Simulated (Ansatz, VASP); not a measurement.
## One calculation of Sb, two programs

INCAR

```
PREC = Accurate ; ENCUT = 520
EDIFF = 1E-6 ; ISMEAR = -1
SIGMA = 0.15 ; LREAL = F
LASPH = T ; NELM = 100
ALGO = Normal ; ISIF = 2
LWAVE = F ; LCHARG = F
GGA = PS ; NBANDS = 12
```

File KPOINTS:

```
Automatic mesh
0
Gamma
  8 8 8
```

File POSCAR:

```
Sb
1.0
    2.2237378247      1.2838756834      3.8793086739
   -2.2237378247      1.2838756834      3.8793086739
    0.0000000000     -2.5677513669      3.8793086739
Sb
2
Direct
    0.2334900000      0.2334900000      0.2334900000
    0.7665100000      0.7665100000      0.7665100000
```

Input for Ansatz:

```yaml
crystal:
  lattice:
    - [2.2237378247161064, 1.2838756834363165, 3.879308673885028]
    - [-2.2237378247161064, 1.2838756834363165, 3.879308673885028]
    - [0.0, -2.567751366872633, 3.879308673885028]
  atoms:
    - { symbol: Sb, position: [0.23349, 0.23349, 0.23349] }
    - { symbol: Sb, position: [0.76651, 0.76651, 0.76651] }
basis:
  ecutwfc: 500.0
kpoints:
  mp_grid:
    grid: [8, 8, 8]
hamiltonian:
  xc: pbesol
  pseudopotentials:
    kind: paw
scf:
  occupations:
    method: fermi_dirac
    width: 0.15
output:
  stress: true
```

Alike in both runs: task single point; functional PBEsol; k mesh 8 × 8 × 8; occupations fermi-dirac, width 0.15 eV; no spin polarisation.

```csv
,VASP,Ansatz
version,VASP 6.6.1,Ansatz 0.2.0
potentials or method,"VASP PAW PBE potentials, release 64 (Sb), cutoff 520 eV","plane waves, PAW"
valence electrons in the cell,10,30
```

VASP gave:

| Quantity | Value |
| --- | --- |
| pressure (GPa) | -4.3 |
| traceless stress, the component that is largest in VASP (GPa) | 0.34 |

Question: Which values does Ansatz return?

Answer: Pressure (GPa): -4.4; traceless stress, the component that is largest in VASP (GPa): 0.37.

VASP's potentials were made for PBE, not for PBEsol. With one functional, cell and mesh, what is left measures potentials, basis and numerics. VASP's potentials hold 10 valence electrons a cell and Ansatz's 30, so a difference there can come from the potentials and not from the codes.

Spin-orbit coupling is off throughout.
